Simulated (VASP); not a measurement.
# BAs (F-43m) in VASP: notebook

The runs below take BAs through single point, with PBE.

Everything below comes from runs of VASP 6.6.1. Logs are shortened: lines on timing, memory, paths and dates and some standing lists are left out, and cuts for length are marked.

## (1) The cell of the first run

The structure is cubic, space group F-43m (No. 216). Conventional cell: a = 4.777 Å, b = 4.777 Å, c = 4.777 Å, α = 90.00°, β = 90.00°, γ = 90.00°. B (site symmetry -43m) has 4 As at 2.07 Å within 2.7 Å. As (site symmetry -43m) has 4 B at 2.07 Å within 2.7 Å.

## (2) Single point, PBE

Input file INCAR:

```
ALGO = Normal
EDIFF = 1E-6
ENCUT = 500
GGA = PE
GGA_COMPAT = F
ISIF = 2
ISMEAR = 0
LASPH = T
LCHARG = F
LREAL = F
LWAVE = F
NBANDS = 11
NELM = 120
PREC = Accurate
SIGMA = 0.1
```

Input file KPOINTS:

```
k-points
0
Gamma
  6 6 6
```

Input file POSCAR:

```
BAs
1.0
    0.0000000000      2.3884999800      2.3884999800
    2.3884999800      0.0000000000      2.3884999800
    2.3884999800      2.3884999800      0.0000000000
B As
1 1
Direct
    0.0000000000      0.0000000000      0.0000000000
    0.7500000000      0.7500000000      0.7500000000
```

Potentials or basis: VASP PAW PBE potentials, release 64 (B, As).

The run is started by

```
cat potpaw_PBE.64/B/POTCAR potpaw_PBE.64/As/POTCAR > POTCAR
mpirun -np 1 vasp_std > vasp.out
```

OUTCAR:

```text
EDIFF = 1E-6
   ENCUT = 500
   GGA = PE
   ISIF = 2
   ISMEAR = 0
   LASPH = T
   LREAL = F
   NELM = 120
   PREC = Accurate

 ion  position               nearest neighbor table
   1  0.000  0.000  0.000-   2 2.07   2 2.07   2 2.07   2 2.07
   2  0.750  0.750  0.750-   1 2.07   1 2.07   1 2.07   1 2.07

  LATTYP: Found a face centered cubic cell.
 ALAT       =     4.7769999600

  Lattice vectors:

 A1 = (   0.0000000000,   2.3884999800,   2.3884999800)
 A2 = (   2.3884999800,   0.0000000000,   2.3884999800)
 A3 = (   2.3884999800,   2.3884999800,   0.0000000000)

Analysis of symmetry for initial positions (statically):
=====================================================================
 Subroutine PRICEL returns:
 Original cell was already a primitive cell.

 Routine SETGRP: Setting up the symmetry group for a
 face centered cubic supercell.

 Subroutine GETGRP returns: Found 24 space group operations
 (whereof 24 operations were pure point group operations)
 out of a pool of 48 trial point group operations.

The static configuration has the point symmetry T_d .

Analysis of symmetry for dynamics (positions and initial velocities):
=====================================================================
 Subroutine PRICEL returns:
 Original cell was already a primitive cell.

 Routine SETGRP: Setting up the symmetry group for a
 face centered cubic supercell.

 Subroutine GETGRP returns: Found 24 space group operations
 (whereof 24 operations were pure point group operations)
 out of a pool of 48 trial point group operations.

The dynamic configuration has the point symmetry T_d .

 Subroutine INISYM returns: Found 24 space group operations
 (whereof 24 operations are pure point group operations),
 and found     1 'primitive' translations

----------------------------------------------------------------------------------------

                                     Primitive cell

  volume of cell :      27.2525

  direct lattice vectors                    reciprocal lattice vectors
     0.000000000  2.388499980  2.388499980    -0.209336405  0.209336405  0.209336405
     2.388499980  0.000000000  2.388499980     0.209336405 -0.209336405  0.209336405
     2.388499980  2.388499980  0.000000000     0.209336405  0.209336405 -0.209336405

  length of vectors
     3.377849065  3.377849065  3.377849065     0.362581290  0.362581290  0.362581290

  position of ions in fractional coordinates (direct lattice)
     0.000000000  0.000000000  0.000000000
     0.750000000  0.750000000  0.750000000

  ion indices of the primitive-cell ions
   primitive index   ion index
                 1           1
                 2           2

----------------------------------------------------------------------------------------

 KPOINTS: k-points

Automatic generation of k-mesh.
 Grid dimensions read from file:
 generate k-points for:    6    6    6

 Generating k-lattice:

  Cartesian coordinates                     Fractional coordinates (reciprocal lattice)
    -0.034889401  0.034889401  0.034889401     0.166666667  0.000000000  0.000000000
     0.034889401 -0.034889401  0.034889401     0.000000000  0.166666667  0.000000000
     0.034889401  0.034889401 -0.034889401     0.000000000  0.000000000  0.166666667

  Length of vectors
     0.060430215  0.060430215  0.060430215

  Shift w.r.t. Gamma in fractional coordinates (k-lattice)
     0.000000000  0.000000000  0.000000000

 Subroutine IBZKPT returns following result:
 ===========================================

 Found     16 irreducible k-points:

 Following reciprocal coordinates:
            Coordinates               Weight
  0.000000  0.000000  0.000000      1.000000
  0.166667  0.000000  0.000000      8.000000
  0.333333  0.000000  0.000000      8.000000
  0.500000  0.000000  0.000000      4.000000
  0.166667  0.166667  0.000000      6.000000
  0.333333  0.166667  0.000000     24.000000
[... 8 lines left out ...]
 -0.333333  0.333333  0.166667     24.000000
 -0.333333  0.500000  0.166667     12.000000
   k-points           NKPTS =     16   k-points in BZ     NKDIM =     16   number of bands    NBANDS=     11
   number of dos      NEDOS =    301   number of ions     NIONS =      2
   total plane-waves  NPLWV =  21952
   dimension x,y,z NGX =    28 NGY =   28 NGZ =   28
   dimension x,y,z NGXF=    56 NGYF=   56 NGZF=   56
   ions per type =               1   1
   NGX,Y,Z   is equivalent  to a cutoff of  13.78, 13.78, 13.78 a.u.
   NGXF,Y,Z  is equivalent  to a cutoff of  27.56, 27.56, 27.56 a.u.
 SYSTEM =  unknown system
   PREC   = accura    normal or accurate (medium, high low for compatibility)
   ISTART =      0    job   : 0-new  1-cont  2-samecut
   ICHARG =      2    charge: 1-file 2-atom 10-const
   ISPIN  =      1    spin polarized calculation?
   LNONCOLLINEAR =      F non collinear calculations
   LSORBIT =      F    spin-orbit coupling
   LASPH  =      T    aspherical Exc in radial PAW
   ENCUT  =  500.0 eV  36.75 Ry    6.06 a.u.   6.16  6.16  6.16*2*pi/ulx,y,z
   NELM   =    120;   NELMIN=  2; NELMDL= -5     # of ELM steps
   EDIFF  = 0.1E-05   stopping-criterion for ELM
   LREAL  =      F    real-space projection
   EDIFFG = 0.1E-04   stopping-criterion for IOM
   NSW    =      0    number of steps for IOM
   IBRION =     -1    ionic relax: 0-MD 1-quasi-New 2-CG
   NFREE  =      0    steps in history (QN), initial steepest desc. (CG)
   ISIF   =      2    stress and relaxation
   ISYM   =      2    0-nonsym 1-usesym 2-fastsym
   POTIM  = 0.5000    time-step for ionic-motion
   TEBEG  =    0.0;   TEEND  =   0.0 temperature during run
   PSTRESS=    0.0 pullay stress
   NELECT =       8.0000    total number of electrons
   NUPDOWN=      -1.0000    fix difference up-down
   EMIN   =  10.00;   EMAX   =-10.00  energy-range for DOS
   EFERMI =   0.00;   METHOD = LEGACY
   ISMEAR =     0;   SIGMA  =   0.10  broadening in eV -4-tet -1-fermi 0-gaus
   EFERMI_NEDOS =   21; number of points for ismear=-14 and -15
   IALGO  =     38    algorithm
   IMIX   =      4    mixing-type and parameters
     AMIX     =   0.40;   BMIX     =  1.00
     AMIX_MAG =   1.60;   BMIX_MAG =  1.00
  volume/ion in A,a.u.               =      13.63        91.95
  Fermi-wavevector in a.u.,A,eV,Ry     =   1.088018  2.056057 16.106361  1.183784
  Thomas-Fermi vector in A             =   2.224191
   LORBIT       =      0    0 simple, 1 ext, 2 COOP (PROOUT), +10 PAW based schemes
   GGA     = PE    functional components
   LHFCALC =     F    Hartree Fock is set to
   AEXX    =    0.0000 exact exchange contribution
   IVDW    =     0    specifies the selected vdW correction
   LEPSILON=     F    determine dielectric tensor
   LRPA    =     F    only Hartree local field effects (RPA)
 non-spin polarized calculation
 Gauss-broadening in eV      SIGMA  =   0.10
  energy-cutoff  :      500.00
  volume of cell :       27.25
 maximum number of plane-waves:       701
 NGX is ok and might be reduce to    28
   NGX = 13   NGY = 13   NGZ = 13

 number of electron       8.0000000 magnetization

 Free energy of the ion-electron system (eV)
  ---------------------------------------------------
  ext. energy  EPLUGINS =         0.00000000
  ---------------------------------------------------
  free energy    TOTEN  =       -11.38737027 eV

  energy without entropy =      -11.38737027  energy(sigma->0) =      -11.38737027

 E-fermi :   6.6082     XC(G=0): -10.5810

 val. band max:        6.1325605462   @ k =   0.0000   0.0000   0.0000
 cond. band min:       7.4050153489   @ k =   0.3333   0.3333   0.0000
 fundamental gap:      1.2724548027
 Fermi energy:         6.6082252352

 k-point     1 :       0.0000    0.0000    0.0000
  band No.  band energies     occupation
      1      -9.2706      2.00000
      2       6.1326      2.00000
      3       6.1326      2.00000
      4       6.1326      2.00000
      5       9.4064      0.00000
      6       9.4064      0.00000
      7       9.4064      0.00000
      8      10.8198      0.00000
      9      15.7143      0.00000
     10      19.0790      0.00000
     11      19.0790      0.00000

 k-point     2 :       0.1667    0.0000    0.0000
  band No.  band energies     occupation
      1      -8.8177      2.00000
      2       3.1734      2.00000
      3       5.4504      2.00000
      4       5.4504      2.00000
      5       9.4329      0.00000
      6      10.2936      0.00000
      7      10.2936      0.00000
      8      12.7821      0.00000
      9      17.1353      0.00000
     10      17.4188      0.00000
     11      17.4188      0.00000

 k-point     3 :       0.3333    0.0000    0.0000
  band No.  band energies     occupation
      1      -7.5515      2.00000
      2      -0.6106      2.00000
      3       4.6159      2.00000
      4       4.6159      2.00000
      5       8.9952      0.00000
      6      10.9585      0.00000
      7      10.9585      0.00000
      8      14.8128      0.00000
      9      17.6257      0.00000
     10      18.1540      0.00000
     11      18.1540      0.00000

 k-point     4 :       0.5000    0.0000    0.0000
  band No.  band energies     occupation
      1      -6.3985      2.00000
      2      -2.6585      2.00000
      3       4.3102      2.00000
      4       4.3102      2.00000
      5       8.8238      0.00000
      6      10.9102      0.00000
      7      10.9102      0.00000
      8      14.9959      0.00000
      9      18.8484      0.00000
     10      20.7006      0.00000
     11      20.7006      0.00000

 k-point     5 :       0.1667    0.1667    0.0000
  band No.  band energies     occupation
      1      -8.6650      2.00000
      2       3.8486      2.00000
      3       4.4193      2.00000
      4       4.4193      2.00000
      5       8.3756      0.00000
      6      11.7668      0.00000
      7      11.7668      0.00000
      8      11.7714      0.00000
      9      15.8113      0.00000
     10      17.9127      0.00000
     11      19.7423      0.00000
[... 99 lines left out ...]
 k-point    13 :       0.5000    0.5000    0.0000
  band No.  band energies     occupation
      1      -5.0806      2.00000
      2      -2.3994      2.00000
      3       2.0506      2.00000
      4       2.0506      2.00000
      5       7.5569      0.00000
      6       7.5717      0.00000
      7      17.4991      0.00000
      8      17.4991      0.00000
      9      18.9980      0.00000
     10      23.4056      0.00000
     11      23.9408      0.00000

 k-point    14 :       0.5000    0.3333    0.1667
  band No.  band energies     occupation
      1      -6.4702      2.00000
      2      -0.6241      2.00000
      3       1.2559      2.00000
      4       2.9149      2.00000
      5       9.9110      0.00000
      6      11.3231      0.00000
      7      11.9944      0.00000
      8      15.1753      0.00000
      9      17.5794      0.00000
     10      19.8629      0.00000
     11      22.2196      0.00000

 k-point    15 :      -0.3333    0.3333    0.1667
  band No.  band energies     occupation
      1      -5.4421      2.00000
      2      -1.9187      2.00000
      3       0.7155      2.00000
      4       2.2664      2.00000
      5      10.4624      0.00000
      6      11.3702      0.00000
      7      13.5839      0.00000
      8      15.0313      0.00000
      9      16.3779      0.00000
     10      20.5879      0.00000
     11      22.4106      0.00000

 k-point    16 :      -0.3333    0.5000    0.1667
  band No.  band energies     occupation
      1      -4.9616      2.00000
      2      -2.0763      2.00000
      3       0.9765      2.00000
      4       1.1718      2.00000
      5       9.9022      0.00000
      6      10.1191      0.00000
      7      14.7769      0.00000
      8      15.0217      0.00000
      9      18.4396      0.00000
     10      21.7908      0.00000
     11      21.9615      0.00000

------------------------ aborting loop because EDIFF is reached ----------------------------------------

  FORCE on cell =-STRESS in cart. coord.  units (eV):
  Direction    XX          YY          ZZ          XY          YZ          ZX
  --------------------------------------------------------------------------------------
  -------------------------------------------------------------------------------------
  Total        0.5897253      0.5897253      0.5897253      0.0000000      0.0000000      0.0000000
  in kB       34.6700633     34.6700633     34.6700633      0.0000000      0.0000000      0.0000000
  external PRESSURE =      34.6700633 kB  Pullay stress =       0.0000000 kB

 VOLUME and BASIS-vectors are now :
 -----------------------------------------------------------------------------
  energy-cutoff  :      500.00
  volume of cell :       27.25
      direct lattice vectors                 reciprocal lattice vectors
     0.000000000  2.388499980  2.388499980    -0.209336405  0.209336405  0.209336405
     2.388499980  0.000000000  2.388499980     0.209336405 -0.209336405  0.209336405
     2.388499980  2.388499980  0.000000000     0.209336405  0.209336405 -0.209336405

 POSITION                                       TOTAL-FORCE (eV/Angst)
 -----------------------------------------------------------------------------------
      0.00000      0.00000      0.00000         0.000000     -0.000000     -0.000000
      3.58275      3.58275      3.58275        -0.000000      0.000000      0.000000
 -----------------------------------------------------------------------------------
    total drift:                                0.000000      0.000000      0.000000

  FREE ENERGIE OF THE ION-ELECTRON SYSTEM (eV)
  ---------------------------------------------------
  free  energy   TOTEN  =       -11.3873702728 eV

  energy  without entropy=      -11.3873702728  energy(sigma->0) =      -11.38737027
```

Run time: 13 s. Hardware: 1 thread of Intel Xeon 8259CL, shared host; peak memory 0.15 GiB.

What came out:

| Property | Result |
| --- | --- |
| Free energy | -11.3874 eV |
| Pressure | 3.5 GPa |
| Band gap on the k mesh | 1.27 eV (least direct gap 3.27 eV) |

Levels at points of the mesh, in eV from the valence-band top:
```
           k point  band 1  band 2  band 3  band 4  band 5  band 6  band 7  band 8
(0.00, 0.00, 0.00)  -15.40    0.00    0.00    0.00    3.27    3.27    3.27    4.69
(0.50, 0.00, 0.00)  -12.53   -8.79   -1.82   -1.82    2.69    4.78    4.78    8.86
(0.50, 0.50, 0.00)  -11.21   -8.53   -4.08   -4.08    1.42    1.44   11.37   11.37
```

Caveat: the cell stands under pressure. A k mesh can miss the band edges.

(Part 1 of 2 ends here.)
